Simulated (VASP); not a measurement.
# Mo in VASP: single point with PBE+D3(BJ)

Aim: the single point of Mo with PBE+D3(BJ).

Everything below comes from runs of VASP 6.6.1. Logs are shortened: lines on timing, memory, paths and dates and some standing lists are left out, and cuts for length are marked.

**1. The cell of the first run**

The cell holds a slab with vacuum, 20 atoms: a = 6.260 Å, b = 6.260 Å, c = 28.286 Å, α = 90.00°, β = 90.00°, γ = 90.00°.

**2. Single point, PBE+D3(BJ)**

INCAR

```
PREC = Accurate ; ENCUT = 520
EDIFF = 1E-7 ; ISMEAR = 0
SIGMA = 0.1 ; LREAL = Auto
LASPH = True ; NELM = 60
ALGO = Fast ; ISIF = 2
LWAVE = False ; LCHARG = True
LDIPOL = True ; IDIPOL = 3
DIPOL = 0.5 0.5 0.393 ; GGA = PE
IVDW = 12 ; LELF = True
LVHAR = True ; LVACPOTAV = True
NBANDS = 156
```

KPOINTS

```
Automatic mesh
0
Gamma
  3 3 1
```

POSCAR

```
Mo
1.0
    6.2604336858      0.0000000000      0.0000000000
    0.0000000000      6.2604336858      0.0000000000
    0.0000000000      0.0000000000     28.2857336858
Mo
20
Direct
    0.2500000000      0.7500000000      0.2828280889
    0.2500000000      0.2500000000      0.2828280889
    0.7500000000      0.7500000000      0.2828280889
    0.7500000000      0.2500000000      0.2828280889
    0.5000000000      0.5000000000      0.3381601668
    0.5000000000      0.0000000000      0.3381601668
    0.0000000000      0.5000000000      0.3381601668
    0.0000000000      0.0000000000      0.3381601668
    0.7503569656      0.2488127863      0.3932387619
    0.7492623200      0.7506147368      0.3931734674
    0.2495960064      0.2500345773      0.3928966388
    0.2505345833      0.7502561593      0.3928574472
    0.0005672534     -0.0042756110      0.4500077714
   -0.0027803545      0.5038581061      0.4494527439
    0.4976162550      0.0020488607      0.4499220890
    0.5022495662      0.4981170893      0.4495501611
    0.2739745680      0.7262572053      0.4998623510
    0.2230571508      0.2718505203      0.4999008214
    0.7247476621      0.7733007541      0.5039182103
    0.7739609186      0.2301616093      0.5021117944
```

Potentials or basis: VASP PAW PBE potentials, release 64 (Mo_sv).

On the command line:

```
$ cat potpaw_PBE.64/Mo_sv/POTCAR > POTCAR
$ mpirun -np 1 vasp_std > vasp.out
```

OUTCAR:

```text
PREC = Accurate
   ENCUT = 520
   EDIFF = 1E-7
   ISMEAR = 0
   LREAL = Auto
   LASPH = True
   NELM = 60
   ISIF = 2
   GGA = PE
   IVDW = 12
 IVDW          = 12

 ion  position               nearest neighbor table
   1  0.250  0.750  0.283-   5 2.71   6 2.71   7 2.71   8 2.71  12 3.11   3 3.13   2 3.13   2 3.13
                             3 3.13
   2  0.250  0.250  0.283-   5 2.71   6 2.71   7 2.71   8 2.71  11 3.11   4 3.13   1 3.13   1 3.13
                             4 3.13
   3  0.750  0.750  0.283-   5 2.71   6 2.71   7 2.71   8 2.71  10 3.12   4 3.13   1 3.13   4 3.13
                             1 3.13
   4  0.750  0.250  0.283-   5 2.71   6 2.71   7 2.71   8 2.71   9 3.12   3 3.13   2 3.13   3 3.13
                             2 3.13
   5  0.500  0.500  0.338-  12 2.70  11 2.70  10 2.71   4 2.71   1 2.71   2 2.71   3 2.71   9 2.71
                             6 3.13   7 3.13   6 3.13   7 3.13  16 3.15
   6  0.500  0.000  0.338-  12 2.70  10 2.70  11 2.70   9 2.70   1 2.71   2 2.71   3 2.71   4 2.71
                             5 3.13   8 3.13   5 3.13   8 3.13  15 3.16
   7  0.000  0.500  0.338-  11 2.70  12 2.70   9 2.71  10 2.71   1 2.71   2 2.71   3 2.71   4 2.71
                             5 3.13   8 3.13   8 3.13   5 3.13  14 3.15
   8  0.000  0.000  0.338-  11 2.70   9 2.70  12 2.70  10 2.71   1 2.71   2 2.71   3 2.71   4 2.71
                             6 3.13   7 3.13   7 3.13   6 3.13  13 3.16
   9  0.750  0.249  0.393-   8 2.70   6 2.70   7 2.71   5 2.71  16 2.72  15 2.73  14 2.73  13 2.75
                            20 3.09  10 3.12   4 3.12  11 3.13  11 3.14  10 3.14
  10  0.749  0.751  0.393-   6 2.70   5 2.71   8 2.71  14 2.71   7 2.71  13 2.72  16 2.73  15 2.75
                             9 3.12   3 3.12  12 3.12  12 3.14  19 3.14   9 3.14
  11  0.250  0.250  0.393-   7 2.70   8 2.70   5 2.70   6 2.70  15 2.72  16 2.74  13 2.75  14 2.75
                            18 3.03   2 3.11   9 3.13  12 3.13  12 3.13   9 3.14
  12  0.251  0.750  0.393-   6 2.70   5 2.70   8 2.70   7 2.70  13 2.72  14 2.73  15 2.74  16 2.75
                            17 3.03   1 3.11  10 3.12  11 3.13  11 3.13  10 3.14
  13  0.001  0.996  0.450-  20 2.52  18 2.63  19 2.69  10 2.72  12 2.72   9 2.75  11 2.75  17 2.79
                            14 3.08  15 3.11  15 3.15   8 3.16  14 3.18
  14  0.997  0.504  0.449-  18 2.48  17 2.64  20 2.67  10 2.71  12 2.73   9 2.73  11 2.75  19 2.85
                            13 3.08  16 3.10   7 3.15  16 3.16  13 3.18
  15  0.498  0.002  0.450-  19 2.53  17 2.63  20 2.69  11 2.72   9 2.73  12 2.74  10 2.75  18 2.79
                            16 3.11  13 3.11  13 3.15  16 3.15   6 3.16
  16  0.502  0.498  0.450-  17 2.47  18 2.66  19 2.70   9 2.72  10 2.73  11 2.74  12 2.75  20 2.81
                            14 3.10  15 3.11   5 3.15  15 3.15  14 3.16
  17  0.274  0.726  0.500-  16 2.47  15 2.63  14 2.64  13 2.79  19 2.84  18 2.86  12 3.03  18 3.43
                            19 3.45
  18  0.223  0.272  0.500-  14 2.48  13 2.63  16 2.66  15 2.79  20 2.82  17 2.86  11 3.03  17 3.43
                            20 3.46
  19  0.725  0.773  0.504-  15 2.53  13 2.69  16 2.70  17 2.84  14 2.85  20 2.88  10 3.14  20 3.41
                            17 3.45
  20  0.774  0.230  0.502-  13 2.52  14 2.67  15 2.69  16 2.81  18 2.82  19 2.88   9 3.09  19 3.41
                            18 3.46

  LATTYP: Found a simple tetragonal cell.
 ALAT       =     6.2604336858
 C/A-ratio  =     4.5181747951

  Lattice vectors:

 A1 = (   6.2604336858,   0.0000000000,   0.0000000000)
 A2 = (   0.0000000000,   6.2604336858,   0.0000000000)
 A3 = (   0.0000000000,   0.0000000000,  28.2857336858)

Analysis of symmetry for initial positions (statically):
=====================================================================
 Subroutine PRICEL returns:
 Original cell was already a primitive cell.

 Routine SETGRP: Setting up the symmetry group for a
 simple tetragonal supercell.

 Subroutine GETGRP returns: Found  1 space group operations
 (whereof  1 operations were pure point group operations)
 out of a pool of 16 trial point group operations.

The static configuration has the point symmetry C_1 .

Analysis of symmetry for dynamics (positions and initial velocities):
=====================================================================
 Subroutine PRICEL returns:
 Original cell was already a primitive cell.

 Routine SETGRP: Setting up the symmetry group for a
 simple tetragonal supercell.

 Subroutine GETGRP returns: Found  1 space group operations
 (whereof  1 operations were pure point group operations)
 out of a pool of 16 trial point group operations.

The dynamic configuration has the point symmetry C_1 .

 Subroutine INISYM returns: Found  1 space group operations
 (whereof  1 operations are pure point group operations),
 and found     1 'primitive' translations

----------------------------------------------------------------------------------------

                                     Primitive cell

  volume of cell :    1108.6036

  direct lattice vectors                    reciprocal lattice vectors
     6.260433686  0.000000000  0.000000000     0.159733343  0.000000000  0.000000000
     0.000000000  6.260433686  0.000000000     0.000000000  0.159733343  0.000000000
     0.000000000  0.000000000 28.285733686     0.000000000  0.000000000  0.035353511

  length of vectors
     6.260433686  6.260433686 28.285733686     0.159733343  0.159733343  0.035353511

  position of ions in fractional coordinates (direct lattice)
     0.250000000  0.750000000  0.282828089
     0.250000000  0.250000000  0.282828089
     0.750000000  0.750000000  0.282828089
     0.750000000  0.250000000  0.282828089
     0.500000000  0.500000000  0.338160167
     0.500000000  0.000000000  0.338160167
[... 12 lines left out ...]
     0.724747662  0.773300754  0.503918210
     0.773960919  0.230161609  0.502111794

  ion indices of the primitive-cell ions
   primitive index   ion index
                 1           1
                 2           2
                 3           3
                 4           4
                 5           5
                 6           6
[... 12 lines left out ...]
                19          19
                20          20

----------------------------------------------------------------------------------------

 KPOINTS: Automatic mesh

Automatic generation of k-mesh.
 Grid dimensions read from file:
 generate k-points for:    3    3    1

 Generating k-lattice:

  Cartesian coordinates                     Fractional coordinates (reciprocal lattice)
     0.053244448  0.000000000  0.000000000     0.333333333  0.000000000  0.000000000
     0.000000000  0.053244448  0.000000000     0.000000000  0.333333333  0.000000000
     0.000000000  0.000000000  0.035353511     0.000000000  0.000000000  1.000000000

  Length of vectors
     0.053244448  0.053244448  0.035353511

  Shift w.r.t. Gamma in fractional coordinates (k-lattice)
     0.000000000  0.000000000  0.000000000

 Subroutine IBZKPT returns following result:
 ===========================================

 Found      5 irreducible k-points:

 Following reciprocal coordinates:
            Coordinates               Weight
  0.000000  0.000000  0.000000      1.000000
  0.333333  0.000000  0.000000      2.000000
  0.000000  0.333333  0.000000      2.000000
  0.333333  0.333333  0.000000      2.000000
 -0.333333  0.333333  0.000000      2.000000
   k-points           NKPTS =      5   k-points in BZ     NKDIM =      5   number of bands    NBANDS=    156
   number of dos      NEDOS =    301   number of ions     NIONS =     20
   total plane-waves  NPLWV = 483840
   dimension x,y,z NGX =    48 NGY =   48 NGZ =  210
   dimension x,y,z NGXF=    96 NGYF=   96 NGZF=  420
   ions per type =              20
   NGX,Y,Z   is equivalent  to a cutoff of  12.75, 12.75, 12.34 a.u.
   NGXF,Y,Z  is equivalent  to a cutoff of  25.49, 25.49, 24.68 a.u.
 SYSTEM =  unknown system
   PREC   = accura    normal or accurate (medium, high low for compatibility)
   ISTART =      0    job   : 0-new  1-cont  2-samecut
   ICHARG =      2    charge: 1-file 2-atom 10-const
   ISPIN  =      1    spin polarized calculation?
   LNONCOLLINEAR =      F non collinear calculations
   LSORBIT =      F    spin-orbit coupling
   LASPH  =      T    aspherical Exc in radial PAW
   ENCUT  =  520.0 eV  38.22 Ry    6.18 a.u.  11.64 11.64 52.59*2*pi/ulx,y,z
   NELM   =     60;   NELMIN=  2; NELMDL= -5     # of ELM steps
   EDIFF  = 0.1E-06   stopping-criterion for ELM
   LREAL  =      T    real-space projection
   EDIFFG = 0.1E-05   stopping-criterion for IOM
   NSW    =      0    number of steps for IOM
   IBRION =     -1    ionic relax: 0-MD 1-quasi-New 2-CG
   NFREE  =      0    steps in history (QN), initial steepest desc. (CG)
   ISIF   =      2    stress and relaxation
   ISYM   =      2    0-nonsym 1-usesym 2-fastsym
   POTIM  = 0.5000    time-step for ionic-motion
   TEBEG  =    0.0;   TEEND  =   0.0 temperature during run
   PSTRESS=    0.0 pullay stress
   NELECT =     280.0000    total number of electrons
   NUPDOWN=      -1.0000    fix difference up-down
   EMIN   =  10.00;   EMAX   =-10.00  energy-range for DOS
   EFERMI =   0.00;   METHOD = LEGACY
   ISMEAR =     0;   SIGMA  =   0.10  broadening in eV -4-tet -1-fermi 0-gaus
   EFERMI_NEDOS =   21; number of points for ismear=-14 and -15
   IALGO  =     68    algorithm
   IMIX   =      4    mixing-type and parameters
     AMIX     =   0.40;   BMIX     =  1.00
     AMIX_MAG =   1.60;   BMIX_MAG =  1.00
  volume/ion in A,a.u.               =      55.43       374.06
  Fermi-wavevector in a.u.,A,eV,Ry     =   1.034829  1.955544 14.570096  1.070872
  Thomas-Fermi vector in A             =   2.169143
   LORBIT       =      0    0 simple, 1 ext, 2 COOP (PROOUT), +10 PAW based schemes
   GGA     = PE    functional components
   LHFCALC =     F    Hartree Fock is set to
   AEXX    =    0.0000 exact exchange contribution
   IVDW    =    12    specifies the selected vdW correction
   LEPSILON=     F    determine dielectric tensor
   LRPA    =     F    only Hartree local field effects (RPA)
 non-spin polarized calculation
 RMM-DIIS sequential band-by-band and
 Gauss-broadening in eV      SIGMA  =   0.10
  energy-cutoff  :      520.00
  volume of cell :     1108.60
 maximum number of plane-waves:     29859
 NGX is ok and might be reduce to    48
   NGX = 23   NGY = 23   NGZ =105

 dipolmoment           0.000000      0.000000     -0.036035 electrons x Angstroem

 number of electron     280.0000006 magnetization

 dipolmoment           0.000000      0.000000      0.026248 electrons x Angstroem

 Free energy of the ion-electron system (eV)
  ---------------------------------------------------
  ext. energy  EPLUGINS =         0.00000000
  ---------------------------------------------------
  free energy    TOTEN  =      -202.16354656 eV

  energy without entropy =     -202.05385217  energy(sigma->0) =     -202.10869937

 E-fermi :   0.7345     XC(G=0):  -4.5929

 val. band max:        0.7097789003   @ k =   0.3333   0.0000   0.0000
 cond. band min:       0.7372566305   @ k =   0.0000   0.3333   0.0000
 fundamental gap:      0.0274777301
 Fermi energy:         0.7344519733

 k-point     1 :       0.0000    0.0000    0.0000
  band No.  band energies     occupation
      1     -60.5211      2.00000
      2     -60.3739      2.00000
      3     -60.3729      2.00000
      4     -60.3490      2.00000
      5     -60.3364      2.00000
      6     -60.2409      2.00000
[... 764 lines left out ...]
    151       1.6669      0.00000
    152       1.6795      0.00000
 [bands above 152 left out]

------------------------ aborting loop because EDIFF is reached ----------------------------------------

 Edisp (eV)  -10.09831

 E8    (eV) :    -4.9579

  FORCE on cell =-STRESS in cart. coord.  units (eV):
  Direction    XX          YY          ZZ          XY          YZ          ZX
  --------------------------------------------------------------------------------------
  -------------------------------------------------------------------------------------
  Total     -21.34530   -21.54825    -7.51433    -0.70425     0.11732     0.00441
  in kB     -30.84867   -31.14198   -10.85987    -1.01779     0.16956     0.00638
  external pressure =      -24.28 kB  Pullay stress =        0.00 kB

 VOLUME and BASIS-vectors are now :
 -----------------------------------------------------------------------------
  energy-cutoff  :      520.00
  volume of cell :     1108.60
      direct lattice vectors                 reciprocal lattice vectors
     6.260433686  0.000000000  0.000000000     0.159733343  0.000000000  0.000000000
     0.000000000  6.260433686  0.000000000     0.000000000  0.159733343  0.000000000
     0.000000000  0.000000000 28.285733686     0.000000000  0.000000000  0.035353511

 POSITION                                       TOTAL-FORCE (eV/Angst)
 -----------------------------------------------------------------------------------
      1.56511      4.69533      8.00000        -0.031850      0.016625      0.984595
      1.56511      1.56511      8.00000         0.028436     -0.026728      0.997466
      4.69533      4.69533      8.00000         0.043644     -0.027524      1.009796
      4.69533      1.56511      8.00000        -0.033842      0.032217      0.994365
      3.13022      3.13022      9.56511         0.055711     -0.037444     -1.049684
      3.13022      0.00000      9.56511        -0.025207      0.024971     -1.026646
[... 12 lines left out ...]
      4.53723      4.84120     14.25370        -0.217018      0.193571     -0.815706
      4.84533      1.44091     14.20260         0.173185     -0.180151     -0.364328
 -----------------------------------------------------------------------------------
    total drift:                               -0.000951     -0.001113     -0.000700

  FREE ENERGIE OF THE ION-ELECTRON SYSTEM (eV)
  ---------------------------------------------------
  free  energy   TOTEN  =      -212.2618547911 eV

  energy  without entropy=     -212.1521604043  energy(sigma->0) =     -212.20700760

 vacuum level on the upper side and lower side of the slab         4.815         4.694
```

Wall time 73 min (1 thread of Oxide Virtual Turin-like, shared host); peak memory 1.2 GiB.

What came out:

```
Free energy                : -212.2619 eV
Largest force              : 1.057 eV/Å
Band gap on the k mesh     : zero (bands 140 and 141 overlap by 0.23 eV)
Dispersion energy per atom : -0.505 eV
```

Forces in eV/Å, atoms in the order of the input:
```
Mo  -0.032  0.017  0.985
Mo   0.028 -0.027  0.997
Mo   0.044 -0.028  1.010
Mo  -0.034  0.032  0.994
Mo   0.056 -0.037 -1.050
Mo  -0.025  0.025 -1.027
Mo  -0.054  0.032 -1.056
Mo   0.024 -0.034 -1.022
Mo   0.017  0.013  0.081
Mo  -0.028  0.021  0.101
Mo  -0.042  0.031  0.038
Mo  -0.016 -0.040  0.045
Mo  -0.052  0.107  0.156
Mo  -0.204 -0.060  0.153
Mo   0.140  0.007  0.205
Mo   0.222 -0.111  0.171
Mo   0.062 -0.007  0.281
Mo  -0.063  0.045  0.117
Mo  -0.217  0.194 -0.816
Mo   0.173 -0.180 -0.364
```

The gap in the log of VASP goes by the Fermi energy; the results here count the filled bands.